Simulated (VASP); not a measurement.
# Ge2Sb2Te5 (P-3m1) in VASP: further runs

The runs below take Ge2Sb2Te5 through single point, with PBEsol.

All numbers are computed with VASP 6.6.1; they aren't measurements. Logs are shortened: lines on timing, memory, paths and dates and some standing lists are left out, and cuts for length are marked.

## 1. The cell of the first run

Symmetry: P-3m1, No. 164, trigonal system. Conventional cell: a = 4.202 Å, b = 4.202 Å, c = 17.100 Å, α = 90.00°, β = 90.00°, γ = 120.00°. Within 3.7 Å of Ge (site symmetry 3m) lie 6 Te at 2.81 to 3.17 Å. Within 3.9 Å of Sb (site symmetry 3m) lie 6 Te at 2.99 to 3.14 Å. Within 4.5 Å of Te (site symmetry -3m) lie 6 Sb at 3.14 Å and 12 Te at 4.20 to 4.46 Å. Te (site symmetry 3m) has 3 Sb at 2.99 Å and 3 Ge at 3.17 Å within 3.9 Å. Te (site symmetry 3m) has 3 Ge at 2.81 Å and 3 Te at 3.64 Å within 3.7 Å.

## 2. Single point, PBEsol

Input file INCAR:

```
ALGO = Fast
EDIFF = 1E-6
ENCUT = 520
GGA = PS
ISIF = 2
ISMEAR = 0
LASPH = T
LCHARG = F
LREAL = F
LWAVE = F
NBANDS = 44
NELM = 60
PREC = Accurate
SIGMA = 0.01
```

Input file KPOINTS:

```
k-points
0
Gamma
  12 12 2
```

Input file POSCAR:

```
Ge2Sb2Te5
1.0
    4.2024591995      0.0000000000      0.0000000000
   -2.1012295997      3.6394364252      0.0000000000
    0.0000000000      0.0000000000     17.0999752498
Ge Sb Te
2 2 5
Direct
    0.0000000000      0.0000000000      0.3380947024
    0.0000000000      0.0000000000      0.6619052976
    0.3333333333      0.6666666667      0.1167361238
    0.6666666667      0.3333333333      0.8832638762
    0.0000000000      0.0000000000      0.0000000000
    0.3333333333      0.6666666667      0.7810730080
    0.6666666667      0.3333333333      0.2189269920
    0.3333333333      0.6666666667      0.4207070439
    0.6666666667      0.3333333333      0.5792929561
```

Potentials or basis: VASP PAW PBE potentials, release 64 (Ge_d, Sb, Te).

On the command line:

```console
$ cat potpaw_PBE.64/Ge_d/POTCAR potpaw_PBE.64/Sb/POTCAR potpaw_PBE.64/Te/POTCAR > POTCAR
$ mpirun -np 1 vasp_std > vasp.out
```

OUTCAR:

```text
EDIFF = 1E-6
   ENCUT = 520
   GGA = PS
   ISIF = 2
   ISMEAR = 0
   LASPH = T
   LREAL = F
   NELM = 60
   PREC = Accurate

 ion  position               nearest neighbor table
   1  0.000  0.000  0.338-   8 2.81   8 2.81   8 2.81   7 3.17   7 3.17   7 3.17
   2  0.000  0.000  0.662-   9 2.81   9 2.81   9 2.81   6 3.17   6 3.17   6 3.17
   3  0.333  0.667  0.117-   7 2.99   7 2.99   7 2.99   5 3.14   5 3.14   5 3.14
   4  0.667  0.333  0.883-   6 2.99   6 2.99   6 2.99   5 3.14   5 3.14   5 3.14
   5  0.000  0.000  0.000-   3 3.14   4 3.14   4 3.14   3 3.14   4 3.14   3 3.14
   6  0.333  0.667  0.781-   4 2.99   4 2.99   4 2.99   2 3.17   2 3.17   2 3.17
   7  0.667  0.333  0.219-   3 2.99   3 2.99   3 2.99   1 3.17   1 3.17   1 3.17
   8  0.333  0.667  0.421-   1 2.81   1 2.81   1 2.81   9 3.64   9 3.64   9 3.64
   9  0.667  0.333  0.579-   2 2.81   2 2.81   2 2.81   8 3.64   8 3.64   8 3.64

  LATTYP: Found a hexagonal cell.
 ALAT       =     4.2024591995
 C/A-ratio  =     4.0690401591

  Lattice vectors:

 A1 = (   4.2024591995,   0.0000000000,   0.0000000000)
 A2 = (  -2.1012295997,   3.6394364252,   0.0000000000)
 A3 = (   0.0000000000,   0.0000000000,  17.0999752498)

Analysis of symmetry for initial positions (statically):
=====================================================================
 Subroutine PRICEL returns:
 Original cell was already a primitive cell.

 Routine SETGRP: Setting up the symmetry group for a
 hexagonal supercell.

 Subroutine GETGRP returns: Found 12 space group operations
 (whereof 12 operations were pure point group operations)
 out of a pool of 24 trial point group operations.

The static configuration has the point symmetry D_3d.

Analysis of symmetry for dynamics (positions and initial velocities):
=====================================================================
 Subroutine PRICEL returns:
 Original cell was already a primitive cell.

 Routine SETGRP: Setting up the symmetry group for a
 hexagonal supercell.

 Subroutine GETGRP returns: Found 12 space group operations
 (whereof 12 operations were pure point group operations)
 out of a pool of 24 trial point group operations.

The dynamic configuration has the point symmetry D_3d.

 Subroutine INISYM returns: Found 12 space group operations
 (whereof 12 operations are pure point group operations),
 and found     1 'primitive' translations

----------------------------------------------------------------------------------------

                                     Primitive cell

  volume of cell :     261.5370

  direct lattice vectors                    reciprocal lattice vectors
     4.202459199  0.000000000  0.000000000     0.237955909  0.137383908  0.000000000
    -2.101229600  3.639436425  0.000000000     0.000000000  0.274767817  0.000000000
     0.000000000  0.000000000 17.099975250     0.000000000  0.000000000  0.058479617

  length of vectors
     4.202459199  4.202459200 17.099975250     0.274767817  0.274767817  0.058479617

  position of ions in fractional coordinates (direct lattice)
     0.000000000  0.000000000  0.338094702
     0.000000000  0.000000000  0.661905298
     0.333333333  0.666666667  0.116736124
     0.666666667  0.333333333  0.883263876
     0.000000000  0.000000000  0.000000000
     0.333333333  0.666666667  0.781073008
     0.666666667  0.333333333  0.218926992
     0.333333333  0.666666667  0.420707044
     0.666666667  0.333333333  0.579292956

  ion indices of the primitive-cell ions
   primitive index   ion index
                 1           1
                 2           2
                 3           3
                 4           4
                 5           5
                 6           6
                 7           7
                 8           8
                 9           9

----------------------------------------------------------------------------------------

 KPOINTS: k-points

Automatic generation of k-mesh.
 Grid dimensions read from file:
 generate k-points for:   12   12    2

 Generating k-lattice:

  Cartesian coordinates                     Fractional coordinates (reciprocal lattice)
     0.019829659  0.011448659  0.000000000     0.083333333  0.000000000  0.000000000
     0.000000000  0.022897318  0.000000000     0.000000000  0.083333333  0.000000000
     0.000000000  0.000000000  0.029239808     0.000000000  0.000000000  0.500000000

  Length of vectors
     0.022897318  0.022897318  0.029239808

  Shift w.r.t. Gamma in fractional coordinates (k-lattice)
     0.000000000  0.000000000  0.000000000

 Subroutine IBZKPT returns following result:
 ===========================================

 Found     38 irreducible k-points:

 Following reciprocal coordinates:
            Coordinates               Weight
  0.000000  0.000000  0.000000      1.000000
  0.083333  0.000000  0.000000      6.000000
  0.166667  0.000000  0.000000      6.000000
  0.250000  0.000000  0.000000      6.000000
  0.333333  0.000000  0.000000      6.000000
  0.416667  0.000000  0.000000      6.000000
[... 16 lines left out ...]
  0.250000  0.000000  0.500000      6.000000
  0.333333  0.000000  0.500000      6.000000
 [... further k-points ...]
   k-points           NKPTS =     38   k-points in BZ     NKDIM =     38   number of bands    NBANDS=     44
   number of dos      NEDOS =    301   number of ions     NIONS =      9
   total plane-waves  NPLWV = 131072
   dimension x,y,z NGX =    32 NGY =   32 NGZ =  128
   dimension x,y,z NGXF=    64 NGYF=   64 NGZF=  256
   ions per type =               2   2   5
   NGX,Y,Z   is equivalent  to a cutoff of  12.66, 12.66, 12.44 a.u.
   NGXF,Y,Z  is equivalent  to a cutoff of  25.32, 25.32, 24.89 a.u.
 SYSTEM =  unknown system
   PREC   = accura    normal or accurate (medium, high low for compatibility)
   ISTART =      0    job   : 0-new  1-cont  2-samecut
   ICHARG =      2    charge: 1-file 2-atom 10-const
   ISPIN  =      1    spin polarized calculation?
   LNONCOLLINEAR =      F non collinear calculations
   LSORBIT =      F    spin-orbit coupling
   LASPH  =      T    aspherical Exc in radial PAW
   ENCUT  =  520.0 eV  38.22 Ry    6.18 a.u.   7.81  7.81 31.79*2*pi/ulx,y,z
   NELM   =     60;   NELMIN=  2; NELMDL= -5     # of ELM steps
   EDIFF  = 0.1E-05   stopping-criterion for ELM
   LREAL  =      F    real-space projection
   EDIFFG = 0.1E-04   stopping-criterion for IOM
   NSW    =      0    number of steps for IOM
   IBRION =     -1    ionic relax: 0-MD 1-quasi-New 2-CG
   NFREE  =      0    steps in history (QN), initial steepest desc. (CG)
   ISIF   =      2    stress and relaxation
   ISYM   =      2    0-nonsym 1-usesym 2-fastsym
   POTIM  = 0.5000    time-step for ionic-motion
   TEBEG  =    0.0;   TEEND  =   0.0 temperature during run
   PSTRESS=    0.0 pullay stress
   NELECT =      68.0000    total number of electrons
   NUPDOWN=      -1.0000    fix difference up-down
   EMIN   =  10.00;   EMAX   =-10.00  energy-range for DOS
   EFERMI =   0.00;   METHOD = LEGACY
   ISMEAR =     0;   SIGMA  =   0.01  broadening in eV -4-tet -1-fermi 0-gaus
   EFERMI_NEDOS =   21; number of points for ismear=-14 and -15
   IALGO  =     68    algorithm
   IMIX   =      4    mixing-type and parameters
     AMIX     =   0.40;   BMIX     =  1.00
     AMIX_MAG =   1.60;   BMIX_MAG =  1.00
  volume/ion in A,a.u.               =      29.06       196.10
  Fermi-wavevector in a.u.,A,eV,Ry     =   1.044881  1.974538 14.854514  1.091776
  Thomas-Fermi vector in A             =   2.179653
   LORBIT       =      0    0 simple, 1 ext, 2 COOP (PROOUT), +10 PAW based schemes
   GGA     = PS    functional components
   LHFCALC =     F    Hartree Fock is set to
   AEXX    =    0.0000 exact exchange contribution
   IVDW    =     0    specifies the selected vdW correction
   LEPSILON=     F    determine dielectric tensor
   LRPA    =     F    only Hartree local field effects (RPA)
 non-spin polarized calculation
 RMM-DIIS sequential band-by-band and
 Gauss-broadening in eV      SIGMA  =   0.01
  energy-cutoff  :      520.00
  volume of cell :      261.54
 maximum number of plane-waves:      7074
 NGX is ok and might be reduce to    32
   NGX = 15   NGY = 15   NGZ = 63

 number of electron      68.0000037 magnetization

 Free energy of the ion-electron system (eV)
  ---------------------------------------------------
  ext. energy  EPLUGINS =         0.00000000
  ---------------------------------------------------
  free energy    TOTEN  =       -37.42546633 eV

  energy without entropy =      -37.42531249  energy(sigma->0) =      -37.42538941

 E-fermi :   6.7614     XC(G=0):  -9.7603

 val. band max:        6.7580907251   @ k =   0.0000   0.0000   0.0000
 cond. band min:       6.7666120314   @ k =   0.4167   0.0000   0.5000
 fundamental gap:      0.0085213063
 Fermi energy:         6.7613580526

 k-point     1 :       0.0000    0.0000    0.0000
  band No.  band energies     occupation
      1     -18.0739      2.00000
      2     -18.0739      2.00000
      3     -18.0739      2.00000
      4     -18.0739      2.00000
      5     -18.0614      2.00000
      6     -18.0614      2.00000
[... 36 lines left out ...]
     43       8.6216      0.00000
     44       9.1089      0.00000

 k-point     2 :       0.0833    0.0000    0.0000
  band No.  band energies     occupation
      1     -18.0740      2.00000
      2     -18.0740      2.00000
      3     -18.0737      2.00000
      4     -18.0737      2.00000
      5     -18.0615      2.00000
      6     -18.0615      2.00000
[... 36 lines left out ...]
     43       8.9419      0.00000
     44       9.2031      0.00000

 k-point     3 :       0.1667    0.0000    0.0000
  band No.  band energies     occupation
      1     -18.0745      2.00000
      2     -18.0745      2.00000
      3     -18.0732      2.00000
      4     -18.0732      2.00000
      5     -18.0618      2.00000
      6     -18.0618      2.00000
[... 976 lines left out ...]
     43       9.6709      0.00000
     44       9.8737      0.00000

 k-point    24 :       0.3333    0.0000    0.5000
  band No.  band energies     occupation
      1     -18.0759      2.00000
      2     -18.0759      2.00000
      3     -18.0719      2.00000
      4     -18.0719      2.00000
      5     -18.0625      2.00000
      6     -18.0625      2.00000
[... 36 lines left out ...]
     43       9.7486      0.00000
     44       9.7968      0.00000

 [... further k-points ...]
[... 5 lines left out ...]
  --------------------------------------------------------------------------------------
  -------------------------------------------------------------------------------------
  Total        0.1214856      0.1214856      0.1325801      0.0000000      0.0000000      0.0000000
  in kB        0.7442214      0.7442214      0.8121863      0.0000000      0.0000000      0.0000000
  external PRESSURE =       0.7668764 kB  Pullay stress =       0.0000000 kB

 VOLUME and BASIS-vectors are now :
 -----------------------------------------------------------------------------
  energy-cutoff  :      520.00
  volume of cell :      261.54
      direct lattice vectors                 reciprocal lattice vectors
     4.202459199  0.000000000  0.000000000     0.237955909  0.137383908  0.000000000
    -2.101229600  3.639436425  0.000000000     0.000000000  0.274767817  0.000000000
     0.000000000  0.000000000 17.099975250     0.000000000  0.000000000  0.058479617

 POSITION                                       TOTAL-FORCE (eV/Angst)
 -----------------------------------------------------------------------------------
      0.00000      0.00000      5.78141         0.000000     -0.000000     -0.013727
      0.00000      0.00000     11.31856         0.000000      0.000000      0.013727
     -0.00000      2.42629      1.99618        -0.000000      0.000000     -0.026783
      2.10123      1.21315     15.10379        -0.000000     -0.000000      0.026783
      0.00000      0.00000      0.00000        -0.000000      0.000000      0.000000
     -0.00000      2.42629     13.35633         0.000000     -0.000000     -0.029487
      2.10123      1.21315      3.74365        -0.000000      0.000000      0.029487
     -0.00000      2.42629      7.19408        -0.000000     -0.000000      0.017689
      2.10123      1.21315      9.90590         0.000000      0.000000     -0.017689
 -----------------------------------------------------------------------------------
    total drift:                                0.000000      0.000000      0.000000

  FREE ENERGIE OF THE ION-ELECTRON SYSTEM (eV)
  ---------------------------------------------------
  free  energy   TOTEN  =       -37.4254663285 eV

  energy  without entropy=      -37.4253124862  energy(sigma->0) =      -37.42538941
```

Wall time 6.2 min (1 thread of Oxide Virtual Turin-like, shared host); peak memory 0.56 GiB.

Results:

| Property | Result |
| --- | --- |
| Free energy | -37.4255 eV |
| Pressure | 0.1 GPa |
| Largest force | 0.029 eV/Å |
| Band gap on the k mesh | zero (bands 34 and 35 overlap by 0.04 eV) |

Forces in eV/Å, atoms in the order of the input:
```
Ge   0.000  0.000 -0.014
Ge   0.000  0.000  0.014
Sb   0.000  0.000 -0.027
Sb   0.000  0.000  0.027
Te   0.000  0.000  0.000
Te   0.000  0.000 -0.029
Te   0.000  0.000  0.029
Te   0.000  0.000  0.018
Te   0.000  0.000 -0.018
```

Caveat: the PAW data sets were made with another functional, which shifts forces and pressure a little; spin-orbit coupling is left out, which moves the levels of the heavy elements.

## 3. Single point, PBEsol

Input file INCAR:

```
  PREC = Accurate
  ENCUT = 520
  EDIFF = 1E-6
  ISMEAR = 0
  SIGMA = 0.1
  LREAL = F
  LASPH = T
  NELM = 60
  ALGO = Fast
  ISIF = 2
  LWAVE = F
  LCHARG = T
  GGA = PS
  LELF = T
  LVHAR = T
  NBANDS = 44
```

Input file KPOINTS:

```
regular mesh
0
Gamma
  12 12 2
```

Input file POSCAR:

```
Ge2Sb2Te5
1.0
    4.2017341377      0.0000000000      0.0000000000
   -2.1008670688      3.6388085032      0.0000000000
    0.0000000000      0.0000000000     17.1060849488
Ge Sb Te
2 2 5
Direct
    0.0000000000      0.0000000000      0.3381075982
    0.0000000000      0.0000000000      0.6618924018
    0.3333333333      0.6666666667      0.1166940723
    0.6666666667      0.3333333333      0.8833059277
    0.0000000000      0.0000000000      0.0000000000
    0.3333333333      0.6666666667      0.7810582678
    0.6666666667      0.3333333333      0.2189417322
    0.3333333333      0.6666666667      0.4206821615
    0.6666666667      0.3333333333      0.5793178385
```

Potentials or basis: VASP PAW PBE potentials, release 64 (Ge_d, Sb, Te).

On the command line:

```console
$ cat potpaw_PBE.64/Ge_d/POTCAR potpaw_PBE.64/Sb/POTCAR potpaw_PBE.64/Te/POTCAR > POTCAR
$ mpirun -np 1 vasp_std > vasp.out
```

It took 7.5 min on 1 thread of Oxide Virtual Turin-like, shared host; peak memory 0.56 GiB.

Results (log left out):

| Item | Value |
| --- | --- |
| Free energy | -37.4295 eV |
| Pressure | 0.1 GPa |
| Largest force | 0.027 eV/Å |
| Band gap on the k mesh | zero (bands 34 and 35 overlap by 0.04 eV) |

Forces in eV/Å, atoms in the order of the input:
```
Ge   0.000  0.000 -0.017
Ge   0.000  0.000  0.017
Sb   0.000  0.000 -0.024
Sb   0.000  0.000  0.024
Te   0.000  0.000  0.000
Te   0.000  0.000 -0.027
Te   0.000  0.000  0.027
Te   0.000  0.000  0.020
Te   0.000  0.000 -0.020
```

Levels at points of the mesh, in eV from the Fermi level:
```tsv
k point	band 31	band 32	band 33	band 34	band 35	band 36	band 37	band 38
(0.00, 0.00, 0.00)	-1.47	-1.32	-1.02	-0.11	0.01	0.01	0.54	0.97
(0.50, 0.00, 0.00)	-2.02	-1.91	-1.22	-1.13	0.21	0.57	0.60	1.43
(0.00, 0.00, 0.50)	-1.54	-1.54	-0.94	-0.12	0.06	0.06	0.56	0.82
(0.50, 0.00, 0.50)	-2.34	-2.07	-1.71	-0.49	-0.02	0.39	0.99	1.60
```

Caveat: the PAW data sets were made with another functional, which shifts forces and pressure a little; spin-orbit coupling is left out, which moves the levels of the heavy elements.

## 4. Single point, PBEsol (28.19 Å³/atom)

This run uses another cell than the first one, of 28.19 Å³/atom.

Input file INCAR:

```
PREC = Accurate
ENCUT = 520
EDIFF = 1E-6
ISMEAR = 0
SIGMA = 0.1
LREAL = F
LASPH = T
NELM = 100
ALGO = Fast
ISIF = 2
LWAVE = F
LCHARG = F
GGA = PS
NBANDS = 44
```

Input file KPOINTS:

```
Automatic mesh
0
Gamma
  12 12 2
```

Input file POSCAR:

```
Ge2Sb2Te5
1.0
    4.1689784872      0.0000000000      0.0000000000
   -2.0844892436      3.6104412778      0.0000000000
    0.0000000000      0.0000000000     16.8546664483
Ge Sb Te
2 2 5
Direct
    0.0000000000      0.0000000000      0.3393357100
    0.0000000000      0.0000000000      0.6606642900
    0.3333333333      0.6666666667      0.1178698473
    0.6666666667      0.3333333333      0.8821301527
    0.0000000000      0.0000000000      0.0000000000
    0.3333333333      0.6666666667      0.7779356319
    0.6666666667      0.3333333333      0.2220643681
    0.3333333333      0.6666666667      0.4233383181
    0.6666666667      0.3333333333      0.5766616819
```

On the command line:

```console
$ cat potpaw_PBE.64/Ge_d/POTCAR potpaw_PBE.64/Sb/POTCAR potpaw_PBE.64/Te/POTCAR > POTCAR
$ mpirun -np 1 vasp_std > vasp.out
```

It took 8.3 min on 1 thread of Oxide Virtual Turin-like, shared host; peak memory 0.56 GiB.

The run converged. Its results:

* Free energy: -37.3971 eV
* Pressure: 1.4 GPa
* Largest force: 0.027 eV/Å
* Band gap on the k mesh: zero (bands 34 and 35 overlap by 0.07 eV)

Forces on the atoms (eV/Å):
```
Ge   0.000  0.000 -0.021
Ge   0.000  0.000  0.021
Sb   0.000  0.000 -0.023
Sb   0.000  0.000  0.023
Te   0.000  0.000  0.000
Te   0.000  0.000 -0.027
Te   0.000  0.000  0.027
Te   0.000  0.000  0.025
Te   0.000  0.000 -0.025
```

Levels at points of the mesh, in eV from the Fermi level:
```tsv
k point	band 32	band 33	band 34	band 35	band 36	band 37
(0.00, 0.00, 0.00)	-1.27	-0.94	-0.06	-0.03	-0.03	0.62
(0.50, 0.00, 0.00)	-1.98	-1.23	-1.07	0.13	0.57	0.66
(0.00, 0.00, 0.50)	-1.56	-0.86	-0.08	0.04	0.04	0.66
(0.50, 0.00, 0.50)	-2.13	-1.71	-0.43	-0.02	0.31	1.04
```

Caveat: the PAW data sets were made with another functional, which shifts forces and pressure a little; spin-orbit coupling is left out, which moves the levels of the heavy elements.

(Continued in part 2 of 2.)

The gap in the log of VASP goes by the Fermi energy; the results here count the filled bands.